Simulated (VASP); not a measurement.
# Sc (I4/mcm) in VASP: notebook

The runs below take Sc through single point, with PBEsol.

Program: VASP 6.6.1. These are calculated values, not measurements. Logs are shortened: lines on timing, memory, paths and dates and some standing lists are left out, and cuts for length are marked.

### Step 1. The cell of the first run

Symmetry: I4/mcm, No. 140, tetragonal system. Conventional cell: a = 6.071 Å, b = 6.071 Å, c = 5.321 Å, α = 90.00°, β = 90.00°, γ = 90.00°. Sc (site symmetry m2m) has 11 Sc at 2.81 to 3.32 Å within 3.7 Å.

### Step 2. Single point, PBEsol

INCAR reads:

```
SYSTEM = Sc
ALGO     = Normal         ! electronic algorithm
EDIFF    = 1E-7           ! SCF threshold, eV
ENCUT    = 520            ! plane-wave cutoff, eV
GGA      = PS             ! functional
ISIF     = 2              ! what is computed and relaxed
ISMEAR   = 0              ! smearing method
LASPH    = .True.         ! aspherical terms in the spheres
LCHARG   = .False.        ! write CHGCAR
LREAL    = .False.        ! projectors in reciprocal space
LWAVE    = .False.        ! write WAVECAR
NBANDS   = 30             ! bands
NELM     = 60             ! most SCF steps
PREC     = Accurate       ! precision mode
SIGMA    = 0.1            ! smearing width, eV
```

KPOINTS reads:

```
k-points
0
Gamma
  6 6 6
  0 0 0
```

POSCAR reads:

```
Sc
1.0
   -3.0356627004      3.0356627004      2.6603656117
    3.0356627004     -3.0356627004      2.6603656117
    3.0356627004      3.0356627004     -2.6603656117
Sc
4
Direct
    0.1637300000      0.3362700000      0.5000000000
    0.6637300000      0.1637300000      0.8274610000
    0.3362700000      0.8362700000      0.1725390000
    0.8362700000      0.6637300000      0.5000000000
```

Potentials or basis: VASP PAW PBE potentials, release 64 (Sc_sv).

Launch:

```bash
$ cat potpaw_PBE.64/Sc_sv/POTCAR > POTCAR
$ mpirun -np 1 vasp_std > vasp.out
```

OUTCAR:

```text
SYSTEM = Sc
   EDIFF = 1E-7
   ENCUT = 520
   GGA = PS
   ISIF = 2
   ISMEAR = 0
   LASPH = .True.
   LREAL = .False.
   NELM = 60
   PREC = Accurate

 ion  position               nearest neighbor table
   1  0.164  0.336  0.500-   4 2.81   4 3.05   4 3.05   3 3.21   2 3.21   2 3.21   3 3.21   2 3.32
                             3 3.32   3 3.32   2 3.32
   2  0.664  0.164  0.827-   3 2.81   3 3.05   3 3.05   1 3.21   4 3.21   4 3.21   1 3.21   1 3.32
                             4 3.32   4 3.32   1 3.32
   3  0.336  0.836  0.173-   2 2.81   2 3.05   2 3.05   4 3.21   1 3.21   4 3.21   1 3.21   4 3.32
                             1 3.32   1 3.32   4 3.32
   4  0.836  0.664  0.500-   1 2.81   1 3.05   1 3.05   2 3.21   3 3.21   2 3.21   3 3.21   2 3.32
                             3 3.32   3 3.32   2 3.32

  LATTYP: Found a body centered tetragonal cell.
 ALAT       =     6.0713254008
 C/A-ratio  =     0.8763706229

  Lattice vectors:

 A1 = (  -3.0356627004,   3.0356627004,   2.6603656117)
 A2 = (   3.0356627004,  -3.0356627004,   2.6603656117)
 A3 = (   3.0356627004,   3.0356627004,  -2.6603656117)

Analysis of symmetry for initial positions (statically):
=====================================================================
 Subroutine PRICEL returns:
 Original cell was already a primitive cell.

 Routine SETGRP: Setting up the symmetry group for a
 body centered tetragonal supercell.

 Subroutine GETGRP returns: Found 16 space group operations
 (whereof  8 operations were pure point group operations)
 out of a pool of 16 trial point group operations.

The static configuration has the point symmetry C_4h.
 The point group associated with its full space group is D_4h.

Analysis of symmetry for dynamics (positions and initial velocities):
=====================================================================
 Subroutine PRICEL returns:
 Original cell was already a primitive cell.

 Routine SETGRP: Setting up the symmetry group for a
 body centered tetragonal supercell.

 Subroutine GETGRP returns: Found 16 space group operations
 (whereof  8 operations were pure point group operations)
 out of a pool of 16 trial point group operations.

The dynamic configuration has the point symmetry C_4h.
 The point group associated with its full space group is D_4h.

 Subroutine INISYM returns: Found 16 space group operations
 (whereof  8 operations are pure point group operations),
 and found     1 'primitive' translations

----------------------------------------------------------------------------------------

                                     Primitive cell

  volume of cell :      98.0637

  direct lattice vectors                    reciprocal lattice vectors
    -3.035662700  3.035662700  2.660365612     0.000000000  0.164708681  0.187944092
     3.035662700 -3.035662700  2.660365612     0.164708681  0.000000000  0.187944092
     3.035662700  3.035662700 -2.660365612     0.164708681  0.164708681  0.000000000

  length of vectors
     5.050548609  5.050548609  5.050548609     0.249903844  0.249903844  0.232933251

  position of ions in fractional coordinates (direct lattice)
     0.163730000  0.336270000  0.500000000
     0.663730000  0.163730000  0.827461000
     0.336270000  0.836270000  0.172539000
     0.836270000  0.663730000  0.500000000

  ion indices of the primitive-cell ions
   primitive index   ion index
                 1           1
                 2           2
                 3           3
                 4           4

----------------------------------------------------------------------------------------

 KPOINTS: k-points

Automatic generation of k-mesh.
 Grid dimensions read from file:
 generate k-points for:    6    6    6

 Generating k-lattice:

  Cartesian coordinates                     Fractional coordinates (reciprocal lattice)
     0.000000000  0.027451447  0.031324015     0.166666667 -0.000000000  0.000000000
     0.027451447  0.000000000  0.031324015    -0.000000000  0.166666667  0.000000000
     0.027451447  0.027451447  0.000000000     0.000000000  0.000000000  0.166666667

  Length of vectors
     0.041650641  0.041650641  0.038822208

  Shift w.r.t. Gamma in fractional coordinates (k-lattice)
     0.000000000  0.000000000  0.000000000

 Subroutine IBZKPT returns following result:
 ===========================================

 Found     30 irreducible k-points:

 Following reciprocal coordinates:
            Coordinates               Weight
  0.000000  0.000000  0.000000      1.000000
  0.166667 -0.000000  0.000000      8.000000
  0.333333 -0.000000  0.000000      8.000000
  0.500000 -0.000000  0.000000      4.000000
  0.166667  0.166667  0.000000      8.000000
  0.333333  0.166667  0.000000     16.000000
[... 16 lines left out ...]
 -0.333333 -0.333333  0.166667      8.000000
 -0.166667 -0.333333  0.166667      8.000000
 [... further k-points ...]
   k-points           NKPTS =     30   k-points in BZ     NKDIM =     30   number of bands    NBANDS=     30
   number of dos      NEDOS =    301   number of ions     NIONS =      4
   total plane-waves  NPLWV =  64000
   dimension x,y,z NGX =    40 NGY =   40 NGZ =   40
   dimension x,y,z NGXF=    80 NGYF=   80 NGZF=   80
   ions per type =               4
   NGX,Y,Z   is equivalent  to a cutoff of  13.17, 13.17, 13.17 a.u.
   NGXF,Y,Z  is equivalent  to a cutoff of  26.33, 26.33, 26.33 a.u.
 SYSTEM =  Sc
   PREC   = accura    normal or accurate (medium, high low for compatibility)
   ISTART =      0    job   : 0-new  1-cont  2-samecut
   ICHARG =      2    charge: 1-file 2-atom 10-const
   ISPIN  =      1    spin polarized calculation?
   LNONCOLLINEAR =      F non collinear calculations
   LSORBIT =      F    spin-orbit coupling
   LASPH  =      T    aspherical Exc in radial PAW
   ENCUT  =  520.0 eV  38.22 Ry    6.18 a.u.   9.39  9.39  9.39*2*pi/ulx,y,z
   NELM   =     60;   NELMIN=  2; NELMDL= -5     # of ELM steps
   EDIFF  = 0.1E-06   stopping-criterion for ELM
   LREAL  =      F    real-space projection
   EDIFFG = 0.1E-05   stopping-criterion for IOM
   NSW    =      0    number of steps for IOM
   IBRION =     -1    ionic relax: 0-MD 1-quasi-New 2-CG
   NFREE  =      0    steps in history (QN), initial steepest desc. (CG)
   ISIF   =      2    stress and relaxation
   ISYM   =      2    0-nonsym 1-usesym 2-fastsym
   POTIM  = 0.5000    time-step for ionic-motion
   TEBEG  =    0.0;   TEEND  =   0.0 temperature during run
   PSTRESS=    0.0 pullay stress
   NELECT =      44.0000    total number of electrons
   NUPDOWN=      -1.0000    fix difference up-down
   EMIN   =  10.00;   EMAX   =-10.00  energy-range for DOS
   EFERMI =   0.00;   METHOD = LEGACY
   ISMEAR =     0;   SIGMA  =   0.10  broadening in eV -4-tet -1-fermi 0-gaus
   EFERMI_NEDOS =   21; number of points for ismear=-14 and -15
   IALGO  =     38    algorithm
   IMIX   =      4    mixing-type and parameters
     AMIX     =   0.40;   BMIX     =  1.00
     AMIX_MAG =   1.60;   BMIX_MAG =  1.00
  volume/ion in A,a.u.               =      24.52       165.44
  Fermi-wavevector in a.u.,A,eV,Ry     =   1.253304  2.368400 21.371621  1.570770
  Thomas-Fermi vector in A             =   2.387163
   LORBIT       =      0    0 simple, 1 ext, 2 COOP (PROOUT), +10 PAW based schemes
   GGA     = PS    functional components
   LHFCALC =     F    Hartree Fock is set to
   AEXX    =    0.0000 exact exchange contribution
   IVDW    =     0    specifies the selected vdW correction
   LEPSILON=     F    determine dielectric tensor
   LRPA    =     F    only Hartree local field effects (RPA)
 non-spin polarized calculation
 Gauss-broadening in eV      SIGMA  =   0.10
  energy-cutoff  :      520.00
  volume of cell :       98.06
 maximum number of plane-waves:      2674
 NGX is ok and might be reduce to    40
   NGX = 19   NGY = 19   NGZ = 19

 number of electron      43.9999997 magnetization

 Free energy of the ion-electron system (eV)
  ---------------------------------------------------
  ext. energy  EPLUGINS =         0.00000000
  ---------------------------------------------------
  free energy    TOTEN  =       -25.58847715 eV

  energy without entropy =      -25.56356985  energy(sigma->0) =      -25.57602350

 E-fermi :   3.4981     XC(G=0):  -9.9405

 val. band max:        3.4961103220   @ k =   0.3333   0.1667   0.0000
 cond. band min:       3.4991919438   @ k =  -0.3333   0.3333   0.3333
 fundamental gap:      0.0030816218
 Fermi energy:         3.4981142796

 k-point     1 :       0.0000    0.0000    0.0000
  band No.  band energies     occupation
      1     -45.5366      2.00000
      2     -45.4530      2.00000
      3     -45.3927      2.00000
      4     -45.3927      2.00000
      5     -24.4402      2.00000
      6     -24.3553      2.00000
[... 22 lines left out ...]
     29       5.6233      0.00000
     30       5.6983      0.00000

 k-point     2 :       0.1667   -0.0000    0.0000
  band No.  band energies     occupation
      1     -45.5273      2.00000
      2     -45.4530      2.00000
      3     -45.3983      2.00000
      4     -45.3965      2.00000
      5     -24.4594      2.00000
      6     -24.3882      2.00000
[... 22 lines left out ...]
     29       5.6462      0.00000
     30       5.6501      0.00000

 k-point     3 :       0.3333   -0.0000    0.0000
  band No.  band energies     occupation
      1     -45.5031      2.00000
      2     -45.4564      2.00000
      3     -45.4104      2.00000
      4     -45.4056      2.00000
      5     -24.4797      2.00000
      6     -24.4412      2.00000
[... 22 lines left out ...]
     29       5.3960      0.00000
     30       5.5261      0.00000

 k-point     4 :       0.5000   -0.0000    0.0000
  band No.  band energies     occupation
      1     -45.4743      2.00000
      2     -45.4743      2.00000
      3     -45.4135      2.00000
      4     -45.4135      2.00000
      5     -24.4739      2.00000
      6     -24.4739      2.00000
[... 22 lines left out ...]
     29       5.2046      0.00000
     30       5.2046      0.00000

 k-point     5 :       0.1667    0.1667    0.0000
  band No.  band energies     occupation
      1     -45.5099      2.00000
      2     -45.4529      2.00000
      3     -45.4081      2.00000
      4     -45.4045      2.00000
      5     -24.4940      2.00000
      6     -24.4067      2.00000
[... 22 lines left out ...]
     29       5.4875      0.00000
     30       5.5791      0.00000
[... 526 lines left out ...]
     29       5.2310      0.00000
     30       5.4097      0.00000

 k-point    22 :      -0.1667    0.5000    0.1667
  band No.  band energies     occupation
      1     -45.4707      2.00000
      2     -45.4698      2.00000
      3     -45.4221      2.00000
      4     -45.4130      2.00000
      5     -24.5054      2.00000
      6     -24.3998      2.00000
[... 22 lines left out ...]
     29       5.0374      0.00000
     30       5.3606      0.00000

 k-point    23 :      -0.3333   -0.3333    0.1667
  band No.  band energies     occupation
      1     -45.4736      2.00000
      2     -45.4581      2.00000
      3     -45.4280      2.00000
      4     -45.4160      2.00000
      5     -24.5138      2.00000
      6     -24.4071      2.00000
[... 22 lines left out ...]
     29       5.2023      0.00000
     30       5.3298      0.00000

 k-point    24 :      -0.1667   -0.3333    0.1667
  band No.  band energies     occupation
      1     -45.4938      2.00000
      2     -45.4510      2.00000
      3     -45.4157      2.00000
      4     -45.4151      2.00000
      5     -24.5272      2.00000
      6     -24.3765      2.00000
[... 22 lines left out ...]
     29       5.3178      0.00000
     30       5.4588      0.00000

 [... further k-points ...]
[... 5 lines left out ...]
  --------------------------------------------------------------------------------------
  -------------------------------------------------------------------------------------
  Total        0.3291378      0.3291378      0.2050052      0.0000000      0.0000000      0.0000000
  in kB        5.3774944      5.3774944      3.3494011      0.0000000      0.0000000      0.0000000
  external PRESSURE =       4.7014633 kB  Pullay stress =       0.0000000 kB

 VOLUME and BASIS-vectors are now :
 -----------------------------------------------------------------------------
  energy-cutoff  :      520.00
  volume of cell :       98.06
      direct lattice vectors                 reciprocal lattice vectors
    -3.035662700  3.035662700  2.660365612     0.000000000  0.164708681  0.187944092
     3.035662700 -3.035662700  2.660365612     0.164708681  0.000000000  0.187944092
     3.035662700  3.035662700 -2.660365612     0.164708681  0.164708681  0.000000000

 POSITION                                       TOTAL-FORCE (eV/Angst)
 -----------------------------------------------------------------------------------
      2.04160      0.99406      0.00000        -0.047166      0.047166      0.000000
      0.99406      4.02972     -0.00000         0.047166      0.047166      0.000000
      2.04160     -0.99406      2.66037        -0.047166     -0.047166     -0.000000
      0.99406      2.04160      2.66037         0.047166     -0.047166      0.000000
 -----------------------------------------------------------------------------------
    total drift:                                0.002449     -0.000057     -0.002932

  FREE ENERGIE OF THE ION-ELECTRON SYSTEM (eV)
  ---------------------------------------------------
  free  energy   TOTEN  =       -25.5884771461 eV

  energy  without entropy=      -25.5635698459  energy(sigma->0) =      -25.57602350
```

Run time: 86 s. Hardware: 1 thread of Oxide Virtual Turin-like, shared host; peak memory 0.24 GiB.

Results:

```
Free energy            : -25.5885 eV
Pressure               : 0.5 GPa
Largest force          : 0.067 eV/Å
Band gap on the k mesh : zero (band 22 reaches 3.80 eV, above the bottom of band 23 at 3.15 eV)
```

Forces on the atoms (eV/Å):
```
Sc  -0.047  0.047  0.000
Sc   0.047  0.047  0.000
Sc  -0.047 -0.047  0.000
Sc   0.047 -0.047  0.000
```

Caveat: the PAW data sets were made with another functional, which shifts forces and pressure a little.

(Continued in part 2 of 2.)
